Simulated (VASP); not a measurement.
# Zn15InS16 (a cell with a defect) (Wurtzite-2H) in VASP: single point with PBE

Aim: the single point of Zn15InS16 (a cell with a defect) (Wurtzite-2H) with PBE.

Everything below comes from runs of VASP 6.6.1. Logs are shortened: lines on timing, memory, paths and dates and some standing lists are left out, and cuts for length are marked.

## 1. The cell of the first run

The cell holds a defect, 32 atoms: a = 7.622 Å, b = 7.622 Å, c = 12.468 Å, α = 90.00°, β = 90.00°, γ = 120.00°.

## 2. Single point, PBE

INCAR reads:

```
SYSTEM = Zn15InS16
ALGO     = Normal         ! electronic algorithm
EDIFF    = 1E-6           ! SCF threshold, eV
ENCUT    = 520            ! plane-wave cutoff, eV
GGA      = PE             ! functional
ISIF     = 2              ! what is computed and relaxed
ISMEAR   = -1             ! smearing method
LASPH    = .True.         ! aspherical terms in the spheres
LCHARG   = .False.        ! write CHGCAR
LREAL    = Auto         
LWAVE    = .False.        ! write WAVECAR
NBANDS   = 166            ! bands
NELECT   = 288.0        
NELM     = 100            ! most SCF steps
PREC     = Accurate       ! precision mode
SIGMA    = 0.01           ! smearing width, eV
```

KPOINTS reads:

```
k-points
0
Gamma
  3 3 2
  0 0 0
```

POSCAR reads:

```
Zn15InS16
1.0
    7.6220000000      0.0000000000      0.0000000000
   -3.8110000000      6.6008456276      0.0000000000
    0.0000000000      0.0000000000     12.4680000000
In Zn S
1 15 16
Direct
    0.1666666667      0.3333333333      0.0031326675
    0.1666666667      0.3333333333      0.5015375466
    0.1607687253      0.8303843626      0.0062607595
    0.1654573855      0.8327286928      0.5018403272
    0.6696156374      0.3392312747      0.0062607595
    0.6672713072      0.3345426145      0.5018403272
    0.6696156374      0.8303843626      0.0062607595
    0.6672713072      0.8327286928      0.5018403272
    0.3373019878      0.1626980122      0.2566296685
    0.3342298525      0.1657701475      0.7447564117
    0.3373019878      0.6746039757      0.2566296685
    0.3342298525      0.6684597050      0.7447564117
    0.8253960243      0.1626980122      0.2566296685
    0.8315402950      0.1657701475      0.7447564117
    0.8333333333      0.6666666667      0.2553474169
    0.8333333333      0.6666666667      0.7510910708
    0.1666666667      0.3333333333      0.2002311951
    0.1666666667      0.3333333333      0.6899135111
    0.1657409945      0.8328704972      0.1909281152
    0.1647026796      0.8323513398      0.6889839048
    0.6671295028      0.3342590055      0.1909281152
    0.6676486602      0.3352973204      0.6889839048
    0.6671295028      0.8328704972      0.1909281152
    0.6676486602      0.8323513398      0.6889839048
    0.3336297807      0.1663702193      0.4416489674
    0.3415186378      0.1584813622      0.9352777126
    0.3336297807      0.6672595615      0.4416489674
    0.3415186378      0.6830372757      0.9352777126
    0.8327404385      0.1663702193      0.4416489674
    0.8169627243      0.1584813622      0.9352777126
    0.8333333333      0.6666666667      0.4404402411
    0.8333333333      0.6666666667      0.9393287507
```

Potentials or basis: VASP PAW PBE potentials, release 64 (In_d, Zn, S).

The run is started by

```sh
cat potpaw_PBE.64/In_d/POTCAR potpaw_PBE.64/Zn/POTCAR potpaw_PBE.64/S/POTCAR > POTCAR
mpirun -np 1 vasp_std > vasp.out
```

OUTCAR:

```text
SYSTEM = Zn15InS16
   EDIFF = 1E-6
   ENCUT = 520
   GGA = PE
   ISIF = 2
   ISMEAR = -1
   LASPH = .True.
   LREAL = Auto
   NELECT = 288.0
   NELM = 100
   PREC = Accurate

 ion  position               nearest neighbor table
   1  0.167  0.333  0.003-  17 2.46  26 2.46  28 2.46  30 2.46
   2  0.167  0.333  0.502-  25 2.33  27 2.33  29 2.33  18 2.35
   3  0.161  0.830  0.006-  19 2.30  32 2.32  28 2.34  26 2.34
   4  0.165  0.833  0.502-  31 2.32  25 2.33  27 2.33  20 2.33
   5  0.670  0.339  0.006-  21 2.30  32 2.32  30 2.34  26 2.34
   6  0.667  0.335  0.502-  31 2.32  25 2.33  29 2.33  22 2.33
[... 24 lines left out ...]
  31  0.833  0.667  0.440-  15 2.31   6 2.32   8 2.32   4 2.32
  32  0.833  0.667  0.939-   7 2.32   5 2.32   3 2.32  16 2.35

  LATTYP: Found a hexagonal cell.
 ALAT       =     7.6220000000
 C/A-ratio  =     1.6357911309

  Lattice vectors:

 A1 = (   7.6220000000,   0.0000000000,   0.0000000000)
 A2 = (  -3.8110000000,   6.6008456276,   0.0000000000)
 A3 = (   0.0000000000,   0.0000000000,  12.4680000000)

Analysis of symmetry for initial positions (statically):
=====================================================================
 Subroutine PRICEL returns:
 Original cell was already a primitive cell.

 Routine SETGRP: Setting up the symmetry group for a
 hexagonal supercell.

 Subroutine GETGRP returns: Found  6 space group operations
 (whereof  2 operations were pure point group operations)
 out of a pool of 24 trial point group operations.

The static configuration has the point symmetry C_1h.
 The point group associated with its full space group is C_3v.

Analysis of symmetry for dynamics (positions and initial velocities):
=====================================================================
 Subroutine PRICEL returns:
 Original cell was already a primitive cell.

 Routine SETGRP: Setting up the symmetry group for a
 hexagonal supercell.

 Subroutine GETGRP returns: Found  6 space group operations
 (whereof  2 operations were pure point group operations)
 out of a pool of 24 trial point group operations.

The dynamic configuration has the point symmetry C_1h.
 The point group associated with its full space group is C_3v.

 Subroutine INISYM returns: Found  6 space group operations
 (whereof  2 operations are pure point group operations),
 and found     1 'primitive' translations

----------------------------------------------------------------------------------------
[... 139 lines left out ...]
   NFREE  =      0    steps in history (QN), initial steepest desc. (CG)
   ISIF   =      2    stress and relaxation
   ISYM   =      2    0-nonsym 1-usesym 2-fastsym
   POTIM  = 0.5000    time-step for ionic-motion
   TEBEG  =    0.0;   TEEND  =   0.0 temperature during run
   PSTRESS=    0.0 pullay stress
   NELECT =     288.0000    total number of electrons
   NUPDOWN=      -1.0000    fix difference up-down
   EMIN   =  10.00;   EMAX   =-10.00  energy-range for DOS
   EFERMI =   0.00;   METHOD = LEGACY
   ISMEAR =    -1;   SIGMA  =   0.01  broadening in eV -4-tet -1-fermi 0-gaus
   EFERMI_NEDOS =   21; number of points for ismear=-14 and -15
   IALGO  =     38    algorithm
   IMIX   =      4    mixing-type and parameters
     AMIX     =   0.40;   BMIX     =  1.00
     AMIX_MAG =   1.60;   BMIX_MAG =  1.00
  volume/ion in A,a.u.               =      19.60       132.29
  Fermi-wavevector in a.u.,A,eV,Ry     =   1.262943  2.386617 21.701647  1.595026
  Thomas-Fermi vector in A             =   2.396326
   LORBIT       =      0    0 simple, 1 ext, 2 COOP (PROOUT), +10 PAW based schemes
   GGA     = PE    functional components
   LHFCALC =     F    Hartree Fock is set to
   AEXX    =    0.0000 exact exchange contribution
   IVDW    =     0    specifies the selected vdW correction
   LEPSILON=     F    determine dielectric tensor
   LRPA    =     F    only Hartree local field effects (RPA)
 non-spin polarized calculation
  energy-cutoff  :      520.00
  volume of cell :      627.29
 maximum number of plane-waves:     16944
 NGX is ok and might be reduce to    60
   NGX = 29   NGY = 29   NGZ = 47

 number of electron     288.0000047 magnetization

 Free energy of the ion-electron system (eV)
  ---------------------------------------------------
  ext. energy  EPLUGINS =         0.00000000
  ---------------------------------------------------
  free energy    TOTEN  =      -113.61856117 eV

  energy without entropy =     -113.61856117  energy(sigma->0) =     -113.61856117

 E-fermi :   2.7410     XC(G=0):  -9.6711

 val. band max:        2.5146668534   @ k =   0.0000   0.0000   0.0000
 cond. band min:       4.3942785221   @ k =   0.0000   0.0000   0.0000
 fundamental gap:      1.8796116687
 Fermi energy:         2.7409887212

 k-point     1 :       0.0000    0.0000    0.0000
  band No.  band energies     occupation
      1     -11.9439      2.00000
      2     -11.9439      2.00000
      3     -11.9383      2.00000
      4     -11.6112      2.00000
      5     -11.6112      2.00000
      6     -10.8634      2.00000
[... 943 lines left out ...]
    155       7.4840      0.00000
    156       7.5454      0.00000
 [bands above 156 left out]

------------------------ aborting loop because EDIFF is reached ----------------------------------------

  FORCE on cell =-STRESS in cart. coord.  units (eV):
  Direction    XX          YY          ZZ          XY          YZ          ZX
  --------------------------------------------------------------------------------------
  -------------------------------------------------------------------------------------
  Total        5.2850239      5.2850239      6.4026408      0.0000000     -0.0000000     -0.0000000
  in kB       13.4987087     13.4987087     16.3532624      0.0000000     -0.0000000     -0.0000000
  external PRESSURE =      14.4502266 kB  Pullay stress =       0.0000000 kB

 VOLUME and BASIS-vectors are now :
 -----------------------------------------------------------------------------
  energy-cutoff  :      520.00
  volume of cell :      627.29
      direct lattice vectors                 reciprocal lattice vectors
     7.622000000  0.000000000  0.000000000     0.131199160  0.075747871  0.000000000
    -3.811000000  6.600845628  0.000000000     0.000000000  0.151495741  0.000000000
     0.000000000  0.000000000 12.468000000     0.000000000  0.000000000  0.080205326

 POSITION                                       TOTAL-FORCE (eV/Angst)
 -----------------------------------------------------------------------------------
      0.00000      2.20028      0.03906        -0.000000      0.000000     -0.039154
      0.00000      2.20028      6.25317        -0.000000      0.000000      0.002246
     -1.93922      5.48124      0.07806        -0.004661     -0.002691     -0.008640
     -1.91241      5.49671      6.25695         0.000378      0.000218      0.004891
      3.81100      2.23921      0.07806        -0.000000      0.005383     -0.008640
      3.81100      2.20826      6.25695        -0.000000     -0.000436      0.004891
[... 24 lines left out ...]
      3.81100      4.40056      5.49141        -0.000000      0.000000      0.000413
      3.81100      4.40056     11.71155        -0.000000      0.000000     -0.003201
 -----------------------------------------------------------------------------------
    total drift:                                0.000007     -0.000006      0.021729

  FREE ENERGIE OF THE ION-ELECTRON SYSTEM (eV)
  ---------------------------------------------------
  free  energy   TOTEN  =      -113.6185611705 eV

  energy  without entropy=     -113.6185611705  energy(sigma->0) =     -113.61856117
```

OSZICAR:

```text
N       E                     dE             d eps       ncg     rms          rms(c)
DAV:   1     0.301273478033E+04    0.30127E+04   -0.12522E+05  1992   0.211E+03
DAV:   2     0.498105187281E+03   -0.25146E+04   -0.24437E+04  1992   0.548E+02
DAV:   3    -0.592454923682E+02   -0.55735E+03   -0.52908E+03  2120   0.213E+02
DAV:   4    -0.117209339066E+03   -0.57964E+02   -0.57167E+02  2264   0.689E+01
DAV:   5    -0.120072216594E+03   -0.28629E+01   -0.28507E+01  2536   0.165E+01    0.291E+01
DAV:   6    -0.113277943211E+03    0.67943E+01   -0.14485E+01  2984   0.496E+01    0.215E+01
DAV:   7    -0.114306636538E+03   -0.10287E+01   -0.30328E+01  2408   0.129E+01    0.799E+00
DAV:   8    -0.113686709943E+03    0.61993E+00   -0.27828E+00  2600   0.114E+01    0.402E+00
DAV:   9    -0.113615715118E+03    0.70995E-01   -0.91945E-01  2552   0.566E+00    0.117E+00
DAV:  10    -0.113615213352E+03    0.50177E-03   -0.86891E-02  2536   0.364E+00    0.665E-01
DAV:  11    -0.113617298408E+03   -0.20851E-02   -0.20295E-02  2408   0.770E-01    0.461E-01
DAV:  12    -0.113618347153E+03   -0.10487E-02   -0.47758E-03  2408   0.711E-01    0.110E-01
DAV:  13    -0.113618515599E+03   -0.16845E-03   -0.14837E-03  2400   0.431E-01    0.547E-02
DAV:  14    -0.113618546576E+03   -0.30977E-04   -0.38313E-04  2216   0.984E-02    0.508E-02
DAV:  15    -0.113618553087E+03   -0.65109E-05   -0.77936E-05  2648   0.725E-02    0.300E-02
DAV:  16    -0.113618558707E+03   -0.56198E-05   -0.41793E-05  2560   0.455E-02    0.137E-02
DAV:  17    -0.113618560402E+03   -0.16958E-05   -0.92218E-06  2224   0.184E-02    0.120E-02
DAV:  18    -0.113618561171E+03   -0.76808E-06   -0.44965E-06  2048   0.202E-02
   1 F= -.11361856E+03 E0= -.11361856E+03  d E =-.780801E-11
```

stdout:

```text
POSCAR found type information on POSCAR InZnS
 POSCAR found :  3 types and      32 ions
 scaLAPACK will be used
 LDA part: xc-table for (Slater+PW92), standard interpolation
 POSCAR, INCAR and KPOINTS ok, starting setup
 FFT: planning ... GRIDC
 FFT: planning ... GRID_SOFT
 FFT: planning ... GRID
 WAVECAR not read
 entering main loop
 the old and the new charge density differ
 old charge density:   289.00000 new  288.00000
    0.291E+01
```

Wall time 25 min (1 thread of Intel Xeon Platinum 8488C (Sapphire Rapids), shared host); peak memory 0.92 GiB.

Results:

```
Free energy   : -113.6186 eV
Largest force : 0.039 eV/Å
```

Forces on the atoms (eV/Å):
```
In   0.000  0.000 -0.039
Zn   0.000  0.000  0.002
Zn  -0.005 -0.003 -0.009
Zn   0.000  0.000  0.005
Zn   0.000  0.005 -0.009
Zn   0.000  0.000  0.005
Zn   0.005 -0.003 -0.009
Zn   0.000  0.000  0.005
Zn   0.000  0.000  0.000
Zn  -0.002  0.001  0.008
Zn   0.000  0.000  0.000
Zn   0.000 -0.002  0.008
Zn   0.000  0.000  0.000
Zn   0.002  0.001  0.008
Zn   0.000  0.000  0.001
Zn   0.000  0.000  0.009
S    0.000  0.000 -0.007
S    0.000  0.000  0.015
S    0.003  0.002  0.002
S   -0.001  0.000 -0.002
S    0.000 -0.003  0.002
S    0.000  0.001 -0.002
S   -0.003  0.002  0.002
S    0.001  0.000 -0.002
S   -0.003  0.002 -0.001
S   -0.018  0.011  0.005
S    0.000 -0.003 -0.001
S    0.000 -0.021  0.005
S    0.003  0.002 -0.001
S    0.018  0.011  0.005
S    0.000  0.000  0.000
S    0.000  0.000 -0.003
```

Caveat: the cell carries a net charge on a neutralising background, which shifts energy and pressure; the cell is charged against a uniform background, so pressure and absolute levels hang on convention; spin-orbit coupling is left out, which moves the levels of the heavy elements.
